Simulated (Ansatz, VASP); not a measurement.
# One calculation of VN2, two programs

File INCAR:

```
SYSTEM = VN2
  PREC = Accurate
  ENCUT = 520
  EDIFF = 1E-6
  ISMEAR = 0
  SIGMA = 0.15
  LREAL = .FALSE.
  LASPH = .TRUE.
  NELM = 100
  ALGO = Normal
  ISIF = 2
  LWAVE = .FALSE.
  LCHARG = .FALSE.
  GGA = PS
  NBANDS = 32
```

Contents of KPOINTS:

```
regular mesh
0
G
  16 16 16
  0 0 0
```

File POSCAR:

```
VN2
1.0
   -2.0238064750      2.0238064750      2.4552814615
    2.0238064750     -2.0238064750      2.4552814615
    2.0238064750      2.0238064750     -2.4552814615
V N
2 4
Direct
    0.2500000000      0.2500000000      0.0000000000
    0.7500000000      0.7500000000      0.0000000000
    0.1142608421      0.6142608421      0.7285216842
    0.6142608421      0.8857391579      0.5000000000
    0.8857391579      0.3857391579      0.2714783159
    0.3857391579      0.1142608421      0.5000000000
```

Input for Ansatz:

```yaml
crystal:
  lattice:
    - [-2.023806475, 2.023806475, 2.4552814615]
    - [2.023806475, -2.023806475, 2.4552814615]
    - [2.023806475, 2.023806475, -2.4552814615]
  atoms:
    - { symbol: V, position: [0.25, 0.25, 0.0] }
    - { symbol: V, position: [0.75, 0.75, 0.0] }
    - { symbol: "N", position: [0.1142608421, 0.6142608421, 0.7285216842] }
    - { symbol: "N", position: [0.6142608421, 0.8857391579, 0.5] }
    - { symbol: "N", position: [0.8857391579, 0.3857391579, 0.2714783159] }
    - { symbol: "N", position: [0.3857391579, 0.1142608421, 0.5] }
basis:
  ecutwfc: 420
kpoints:
  mp_grid: { grid: [16, 16, 16] }
hamiltonian:
  xc: pbesol
scf:
  occupations: { method: gaussian, width: 0.15 }
output:
  forces: true
  stress: true
  eigenvalues: true
```

Change from the starting cell: strain -0.050 along x and y, +0.000 along z, atoms carried along.

Alike in both runs: task single point; functional PBEsol; k mesh 16 × 16 × 16; occupations gaussian, width 0.15 eV; no spin polarisation.

|  | VASP | Ansatz |
| --- | --- | --- |
| version | VASP 6.6.1 | Ansatz 0.2.0 |
| potentials or method | VASP PAW PBE potentials, release 64 (V_sv, N), cutoff 520 eV | scalar-relativistic, plane waves, PAW |
| valence electrons in the cell | 46 | 46 |

|  | VASP | Ansatz | Ansatz less VASP |
| --- | --- | --- | --- |
| gap on the k mesh at the Fermi level (eV) | none | none | - |
| pressure (GPa) | 50.2 | 48.9 | -1.33 |
| traceless stress, the component that is largest in VASP (GPa) | -23.84 | -23.42 | +0.428 |
| rms of the force components (eV/Å) | 0.674 | 0.620 | -0.0542 |

VASP's potentials were made for PBE, not for PBEsol. Atom by atom the forces differ by 0.054 eV/Å (rms over components). A gap of «none» marks a metal or a gap that the smearing closes. Both programs put the cell under a high pressure, so it lies far from rest at this level.
